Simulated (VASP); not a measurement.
Write the native input for VASP 6.6.1 that does the following.

```
Task                   : single point
Functional             : PBE
Potentials or basis    : VASP PAW PBE potentials, release 64 (F)
Cutoff                 : 520 eV
k mesh                 : 49 × 49 × 49
Occupations            : fermi-dirac, width 0.0612256 eV
Spin                   : no spin polarisation
Dipole correction      : no
Further INCAR settings : ALGO = Normal; EDIFF = 1e-07; NBANDS = 10
```

The structure of F lies in POSCAR:

```
F
1.0
    2.2341922921      0.0000000000      0.0000000000
    0.0000000000      2.2341922921      0.0000000000
    0.0000000000      0.0000000000      2.2341922921
F
1
Direct
    0.0000000000      0.0000000000      0.0000000000
```

These files were run (other wordings do the same):

INCAR

```
SYSTEM = F
PREC = Accurate ; ENCUT = 520
EDIFF = 1E-7 ; ISMEAR = -1
SIGMA = 0.06122561905347299 ; LREAL = .FALSE.
LASPH = .TRUE. ; NELM = 60
ALGO = Normal ; ISIF = 2
LWAVE = .FALSE. ; LCHARG = .FALSE.
GGA = PE ; NBANDS = 10
```

KPOINTS

```
Automatic mesh
0
G
  49 49 49
  0 0 0
```

Potentials or basis: VASP PAW PBE potentials, release 64 (F).

Launch:

```bash
$ cat potpaw_PBE.64/F/POTCAR > POTCAR
$ mpirun -np 1 vasp_std > vasp.out
```

Results of the run:

The pressure is -3.7 GPa. The band gap on the k mesh is zero (an odd number of electrons rules out a gap without spin polarisation).

Caveat: the cell stands under tension; the nearest neighbours stand farther apart than a usual bond; an odd number of electrons without spin polarisation forces a metal; a magnetic or distorted state may lie lower.

Wall time 4.5 min on 1 thread of Intel(R) Xeon(R) Platinum 8259CL CPU @ 2.50GHz (Skylake/Cascade Lake) (shared host), peak memory 0.35 GiB.
